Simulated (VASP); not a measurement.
# SiNi (P-1) in VASP: single point with PBE

Aim: the single point of SiNi with PBE.

Program: VASP 6.6.1. These are calculated values, not measurements. Logs are shortened: lines on timing, memory, paths and dates and some standing lists are left out, and cuts for length are marked.

## Step 1: The cell of the first run

The typed cell holds 4 atoms: a = 3.027 Å, b = 3.274 Å, c = 4.698 Å, α = 91.14°, β = 91.14°, γ = 91.14°.

## Step 2: Single point, PBE, collinear spin, ferromagnetic start (equal xy, yz and zx shear strains of -2 %)

The input, INCAR:

```
  PREC = Accurate
  ENCUT = 520
  EDIFF = 1E-6
  ISMEAR = -1
  SIGMA = 0.05
  LREAL = F
  LASPH = T
  NELM = 150
  ALGO = Normal
  ISIF = 2
  LWAVE = F
  LCHARG = F
  ISPIN = 2
  MAGMOM = 0 0 1.5 1.5
  LORBIT = 11
  LMAXMIX = 4
  GGA = PE
  NBANDS = 26
```

The input, KPOINTS:

```
Automatic mesh
0
Gamma
  11 10 7
```

The input, POSCAR:

```
SiNi
1.0
    3.0266200000     -0.0302662000     -0.0302662000
   -0.0327350000      3.2735000000     -0.0327350000
   -0.0469776000     -0.0469776000      4.6977600000
Si Ni
2 2
Direct
    0.5000000000      0.5000000000      0.8423000000
    0.0000000000      0.0000000000      0.1577000000
    0.5000000000      0.5000000000      0.3442200000
    0.0000000000      0.0000000000      0.6557800000
```

Potentials or basis: VASP PAW PBE potentials, release 64 (Si, Ni).

Command:

```console
> cat potpaw_PBE.64/Si/POTCAR potpaw_PBE.64/Ni/POTCAR > POTCAR
> mpirun -np 1 vasp_std > vasp.out
```

OUTCAR:

```text
PREC = Accurate
   ENCUT = 520
   EDIFF = 1E-6
   ISMEAR = -1
   LREAL = F
   LASPH = T
   NELM = 150
   ISIF = 2
   ISPIN = 2
   LORBIT = 11
   GGA = PE

 ion  position               nearest neighbor table
   1  0.500  0.500  0.842-   3 2.34   4 2.35   3 2.36   4 2.40   4 2.42   4 2.42   2 2.62   2 2.69
                             2 2.69   2 2.70
   2  0.000  0.000  0.158-   4 2.34   3 2.35   4 2.36   3 2.40   3 2.42   3 2.42   1 2.62   1 2.69
                             1 2.69   1 2.70
   3  0.500  0.500  0.344-   1 2.34   2 2.35   1 2.36   2 2.40   2 2.42   2 2.42   4 2.61   4 2.68
                             4 2.68   4 2.69
   4  0.000  0.000  0.656-   2 2.34   1 2.35   2 2.36   1 2.40   1 2.42   1 2.42   3 2.61   3 2.68
                             3 2.68   3 2.69

  LATTYP: Found a triclinic cell.
 ALAT       =     4.4142815979
 B/A-ratio  =     0.6857112714
 C/A-ratio  =     1.3092875102
 COS(alpha) =     0.0049034739
 COS(beta)  =     0.4354610345
 COS(gamma) =     0.6709554985

  Lattice vectors:

 A1 = (   2.9938850000,   3.2432338000,  -0.0630012000)
 A2 = (   3.0266200000,  -0.0302662000,  -0.0302662000)
 A3 = (   0.0142426000,   3.3204776000,  -4.7304950000)

Analysis of symmetry for initial positions (statically):
=====================================================================
 Subroutine PRICEL returns:
 Original cell was already a primitive cell.

 Routine SETGRP: Setting up the symmetry group for a
 triclinic supercell.

 Subroutine GETGRP returns: Found  2 space group operations
 (whereof  1 operations were pure point group operations)
 out of a pool of  2 trial point group operations.

The static configuration has the point symmetry C_1 .
 The point group associated with its full space group is S_2 .

Analysis of symmetry for dynamics (positions and initial velocities):
=====================================================================
 Subroutine PRICEL returns:
 Original cell was already a primitive cell.

 Routine SETGRP: Setting up the symmetry group for a
 triclinic supercell.

 Subroutine GETGRP returns: Found  2 space group operations
 (whereof  1 operations were pure point group operations)
 out of a pool of  2 trial point group operations.

The dynamic configuration has the point symmetry C_1 .
 The point group associated with its full space group is S_2 .

Analysis of structural, dynamic, and magnetic symmetry:
=====================================================================
 Subroutine PRICEL returns:
 Original cell was already a primitive cell.

 Routine SETGRP: Setting up the symmetry group for a
 triclinic supercell.

 Subroutine GETGRP returns: Found  2 space group operations
 (whereof  1 operations were pure point group operations)
 out of a pool of  2 trial point group operations.

The overall configuration has the point symmetry C_1 .
 The point group associated with its full space group is S_2 .

 Subroutine INISYM returns: Found  2 space group operations
 (whereof  1 operations are pure point group operations),
 and found     1 'primitive' translations

----------------------------------------------------------------------------------------

                                     Primitive cell

  volume of cell :      46.5297

  direct lattice vectors                    reciprocal lattice vectors
     3.026620000 -0.030266200 -0.030266200     0.330468331  0.003338064  0.003338064
    -0.032735000  3.273500000 -0.032735000     0.003086315  0.305545154  0.003086315
    -0.046977600 -0.046977600  4.697760000     0.002150610  0.002150610  0.212910421

  length of vectors
     3.026922647  3.273827334  4.698229753     0.330502047  0.305576327  0.212932144

  position of ions in fractional coordinates (direct lattice)
     0.500000000  0.500000000  0.842300000
     0.000000000  1.000000000  0.157700000
     0.500000000  0.500000000  0.344220000
     0.000000000  1.000000000  0.655780000

  ion indices of the primitive-cell ions
   primitive index   ion index
                 1           1
                 2           2
                 3           3
                 4           4

----------------------------------------------------------------------------------------

 KPOINTS: Automatic mesh

Automatic generation of k-mesh.
 Grid dimensions read from file:
 generate k-points for:   11   10    7

 Generating k-lattice:

  Cartesian coordinates                     Fractional coordinates (reciprocal lattice)
     0.030042576  0.000303460  0.000303460     0.090909091  0.000000000  0.000000000
     0.000308631  0.030554515  0.000308631    -0.000000000  0.100000000 -0.000000000
     0.000307230  0.000307230  0.030415774     0.000000000  0.000000000  0.142857143

  Length of vectors
     0.030045641  0.030557633  0.030418878

  Shift w.r.t. Gamma in fractional coordinates (k-lattice)
     0.000000000  0.000000000  0.000000000

 Subroutine IBZKPT returns following result:
 ===========================================

 Found    386 irreducible k-points:

 Following reciprocal coordinates:
            Coordinates               Weight
  0.000000  0.000000  0.000000      1.000000
  0.090909 -0.000000  0.000000      2.000000
  0.181818 -0.000000 -0.000000      2.000000
  0.272727 -0.000000  0.000000      2.000000
  0.363636 -0.000000  0.000000      2.000000
  0.454545 -0.000000  0.000000      2.000000
[... 16 lines left out ...]
  0.454545  0.200000 -0.000000      2.000000
 -0.454545  0.200000 -0.000000      2.000000
 [... further k-points ...]
   k-points           NKPTS =    386   k-points in BZ     NKDIM =    386   number of bands    NBANDS=     26
   number of dos      NEDOS =    301   number of ions     NIONS =      4
   total plane-waves  NPLWV =  20736
   dimension x,y,z NGX =    24 NGY =   24 NGZ =   36
   dimension x,y,z NGXF=    48 NGYF=   48 NGZF=   72
   ions per type =               2   2
   NGX,Y,Z   is equivalent  to a cutoff of  13.18, 12.19, 12.74 a.u.
   NGXF,Y,Z  is equivalent  to a cutoff of  26.36, 24.37, 25.48 a.u.
 SYSTEM =  unknown system
   PREC   = accura    normal or accurate (medium, high low for compatibility)
   ISTART =      0    job   : 0-new  1-cont  2-samecut
   ICHARG =      2    charge: 1-file 2-atom 10-const
   ISPIN  =      2    spin polarized calculation?
   LNONCOLLINEAR =      F non collinear calculations
   LSORBIT =      F    spin-orbit coupling
   LASPH  =      T    aspherical Exc in radial PAW
   ENCUT  =  520.0 eV  38.22 Ry    6.18 a.u.   5.63  6.09  8.74*2*pi/ulx,y,z
   NELM   =    150;   NELMIN=  2; NELMDL= -5     # of ELM steps
   EDIFF  = 0.1E-05   stopping-criterion for ELM
   LREAL  =      F    real-space projection
   EDIFFG = 0.1E-04   stopping-criterion for IOM
   NSW    =      0    number of steps for IOM
   IBRION =     -1    ionic relax: 0-MD 1-quasi-New 2-CG
   NFREE  =      0    steps in history (QN), initial steepest desc. (CG)
   ISIF   =      2    stress and relaxation
   ISYM   =      2    0-nonsym 1-usesym 2-fastsym
   POTIM  = 0.5000    time-step for ionic-motion
   TEBEG  =    0.0;   TEEND  =   0.0 temperature during run
   PSTRESS=    0.0 pullay stress
   NELECT =      28.0000    total number of electrons
   NUPDOWN=      -1.0000    fix difference up-down
   EMIN   =  10.00;   EMAX   =-10.00  energy-range for DOS
   EFERMI =   0.00;   METHOD = LEGACY
   ISMEAR =    -1;   SIGMA  =   0.05  broadening in eV -4-tet -1-fermi 0-gaus
   EFERMI_NEDOS =   21; number of points for ismear=-14 and -15
   IALGO  =     38    algorithm
   IMIX   =      4    mixing-type and parameters
     AMIX     =   0.40;   BMIX     =  1.00
     AMIX_MAG =   1.60;   BMIX_MAG =  1.00
  volume/ion in A,a.u.               =      11.63        78.50
  Fermi-wavevector in a.u.,A,eV,Ry     =   1.382136  2.611859 25.991220  1.910301
  Thomas-Fermi vector in A             =   2.506856
   LORBIT       =     11    0 simple, 1 ext, 2 COOP (PROOUT), +10 PAW based schemes
   GGA     = PE    functional components
   LHFCALC =     F    Hartree Fock is set to
   AEXX    =    0.0000 exact exchange contribution
   IVDW    =     0    specifies the selected vdW correction
   LEPSILON=     F    determine dielectric tensor
   LRPA    =     F    only Hartree local field effects (RPA)
 spin polarized calculation
  energy-cutoff  :      520.00
  volume of cell :       46.53
 maximum number of plane-waves:      1272
   NGX = 11   NGY = 13   NGZ = 17

 number of electron      28.0000012 magnetization      -0.0000338

 number of electron      28.0000012 magnetization       0.0000531

 Free energy of the ion-electron system (eV)
  ---------------------------------------------------
  ext. energy  EPLUGINS =         0.00000000
  ---------------------------------------------------
  free energy    TOTEN  =       -23.58408585 eV

  energy without entropy =      -23.57289014  energy(sigma->0) =      -23.57848800

 E-fermi :  11.2363     XC(G=0): -12.4578

 val. band max:       11.2344959156   @ k =  -0.3636   0.3000   0.4286
 cond. band min:      11.2389389785   @ k =  -0.2727   0.1000   0.4286
 fundamental gap:      0.0044430629
 Fermi energy:        11.2362676411

 spin component 1

 k-point     1 :       0.0000    0.0000    0.0000
  band No.  band energies     occupation
      1      -2.5555      1.00000
      2       3.1883      1.00000
      3       4.8385      1.00000
      4       7.1500      1.00000
      5       7.7346      1.00000
      6       8.2949      1.00000
[... 18 lines left out ...]
     25      24.4621      0.00000
     26      24.5846      0.00000

 k-point     2 :       0.0909   -0.0000    0.0000
  band No.  band energies     occupation
      1      -2.4239      1.00000
      2       3.2827      1.00000
      3       4.9440      1.00000
      4       7.1013      1.00000
      5       7.7788      1.00000
      6       8.2199      1.00000
[... 18 lines left out ...]
     25      23.2164      0.00000
[... 608 lines left out ...]
     25      25.6655      0.00000
     26      26.1847      0.00000

 k-point    24 :      -0.4545    0.2000   -0.0000
  band No.  band energies     occupation
      1       1.0306      1.00000
      2       2.3730      1.00000
      3       5.9651      1.00000
      4       6.5602      1.00000
      5       6.8349      1.00000
      6       7.0481      1.00000
[... 18 lines left out ...]
     25      25.6012      0.00000
     26      26.1308      0.00000

 [... further k-points ...]

 spin component 2

 k-point     1 :       0.0000    0.0000    0.0000
  band No.  band energies     occupation
      1      -2.5555      1.00000
      2       3.1883      1.00000
      3       4.8385      1.00000
      4       7.1500      1.00000
      5       7.7346      1.00000
      6       8.2949      1.00000
[... 18 lines left out ...]
     25      24.4621      0.00000
     26      24.5846      0.00000

 k-point     2 :       0.0909   -0.0000    0.0000
  band No.  band energies     occupation
      1      -2.4239      1.00000
      2       3.2827      1.00000
      3       4.9440      1.00000
      4       7.1013      1.00000
      5       7.7788      1.00000
      6       8.2199      1.00000
[... 18 lines left out ...]
     25      23.2164      0.00000
[... 608 lines left out ...]
     25      25.6655      0.00000
     26      26.1847      0.00000

 k-point    24 :      -0.4545    0.2000   -0.0000
  band No.  band energies     occupation
      1       1.0306      1.00000
      2       2.3730      1.00000
      3       5.9651      1.00000
      4       6.5601      1.00000
      5       6.8349      1.00000
      6       7.0481      1.00000
[... 18 lines left out ...]
     25      25.6012      0.00000
     26      26.1308      0.00000

 [... further k-points ...]

------------------------ aborting loop because EDIFF is reached ----------------------------------------

  FORCE on cell =-STRESS in cart. coord.  units (eV):
  Direction    XX          YY          ZZ          XY          YZ          ZX
  --------------------------------------------------------------------------------------
  -------------------------------------------------------------------------------------
  Total        0.2825305      0.3199777      0.6361518      0.7387577      0.7325163      0.7372705
  in kB        9.7285045     11.0179415     21.9049086     25.4379859     25.2230722     25.3867755
  external PRESSURE =      14.2171182 kB  Pullay stress =       0.0000000 kB

 VOLUME and BASIS-vectors are now :
 -----------------------------------------------------------------------------
  energy-cutoff  :      520.00
  volume of cell :       46.53
      direct lattice vectors                 reciprocal lattice vectors
     3.026620000 -0.030266200 -0.030266200     0.330468331  0.003338064  0.003338064
    -0.032735000  3.273500000 -0.032735000     0.003086315  0.305545154  0.003086315
    -0.046977600 -0.046977600  4.697760000     0.002150610  0.002150610  0.212910421

 POSITION                                       TOTAL-FORCE (eV/Angst)
 -----------------------------------------------------------------------------------
      1.45737      1.58205      3.92542         0.010873      0.020229      0.097017
     -0.00741     -0.00741      0.74084        -0.010873     -0.020229     -0.097017
      1.48077      1.60545      1.58556         0.053198      0.025043     -0.122109
     -0.03081     -0.03081      3.08070        -0.053198     -0.025043      0.122109
 -----------------------------------------------------------------------------------
    total drift:                                0.000000      0.000000      0.000000

  FREE ENERGIE OF THE ION-ELECTRON SYSTEM (eV)
  ---------------------------------------------------
  free  energy   TOTEN  =       -23.5840858533 eV

  energy  without entropy=      -23.5728901393  energy(sigma->0) =      -23.57848800

 total charge

# of ion       s       p       d       tot
------------------------------------------
    1        0.750   0.853   0.000   1.602
    2        0.750   0.853   0.000   1.602
    3        0.474   0.598   8.460   9.532
    4        0.474   0.598   8.460   9.532
--------------------------------------------------
tot          2.447   2.902  16.921  22.269

 magnetization (x)

# of ion       s       p       d       tot
------------------------------------------
    1       -0.000   0.000   0.000  -0.000
    2       -0.000   0.000   0.000  -0.000
    3       -0.000  -0.000  -0.000  -0.000
    4       -0.000  -0.000  -0.000  -0.000
--------------------------------------------------
tot         -0.000   0.000  -0.000  -0.000
```

It took 15 min on 1 thread of Oxide Virtual Turin-like, shared host; peak memory 0.64 GiB.

Results:

```
Free energy                                           : -23.5841 eV
Pressure                                              : 1.4 GPa
Largest force                                         : 0.136 eV/Å
Band gap on the k mesh                                : zero (filled and empty bands overlap)
Net moment                                            : 0.00 μB per cell
Valence electrons inside the program's atomic spheres : Si 1.60; Ni 9.53
```

Forces in eV/Å, atoms in the order of the input:
```
Si   0.011  0.020  0.097
Si  -0.011 -0.020 -0.097
Ni   0.053  0.025 -0.122
Ni  -0.053 -0.025  0.122
```

Caveat: the cell differs from its parent crystal (equal xy, yz and zx shear strains of -2 %).
